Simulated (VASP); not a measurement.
Write the native input for VASP 6.6.1 that does the following.

```
Task                   : single point
Functional             : PBE
Potentials or basis    : VASP PAW PBE potentials, release 64 (Nb_sv, Al, H)
Cutoff                 : 520 eV
k mesh                 : 10 × 10 × 4
Occupations            : fermi-dirac, width 0.1445 eV
Spin                   : no spin polarisation
Dipole correction      : no
Further INCAR settings : ALGO = Normal; EDIFF = 1e-07; NBANDS = 33
```

The structure of Nb3AlH4 lies in POSCAR:

```
Nb3AlH4
1.0
    3.1448550000      0.0000000000      0.0000000000
    0.0000000000      3.1684760000      0.0000000000
    0.0000000000      0.0000000000      8.5696130000
Nb Al H
3 1 4
Direct
    0.5000000000      0.0000000000      0.0000000000
    0.0000000000      0.0000000000      0.2992300000
    0.0000000000      0.0000000000      0.7007700000
    0.5000000000      0.5000000000      0.5000000000
    0.0000000000      0.5000000000      0.1077000000
    0.0000000000      0.5000000000      0.8923000000
    0.5000000000      0.5000000000      0.2214000000
    0.5000000000      0.5000000000      0.7786000000
```

One way to write it, as run:

INCAR

```
  PREC = Accurate
  ENCUT = 520
  EDIFF = 1E-7
  ISMEAR = -1
  SIGMA = 0.1445
  LREAL = F
  LASPH = T
  NELM = 100
  ALGO = Normal
  ISIF = 2
  LWAVE = F
  LCHARG = F
  GGA = PE
  NBANDS = 33
```

KPOINTS

```
Automatic mesh
0
Gamma
  10 10 4
```

Potentials or basis: VASP PAW PBE potentials, release 64 (Nb_sv, Al, H).

Launch:

```console
$ cat potpaw_PBE.64/Nb_sv/POTCAR potpaw_PBE.64/Al/POTCAR potpaw_PBE.64/H/POTCAR > POTCAR
$ mpirun -np 1 vasp_std > vasp.out
```

It gave:

The pressure is -9.5 GPa. The largest force is 1.233 eV/Å and the band gap on the k mesh is zero (bands 23 and 24 overlap by 1.25 eV).

Caveat: the stress differs along the axes, from -17 to -4 GPa; forces of over 1 eV/Å act on the atoms, so gaps and moduli don't describe the material at rest.

Wall time 3.3 min on 1 thread of Intel(R) Xeon(R) Platinum 8488C (Sapphire Rapids) (shared host), peak memory 0.36 GiB.
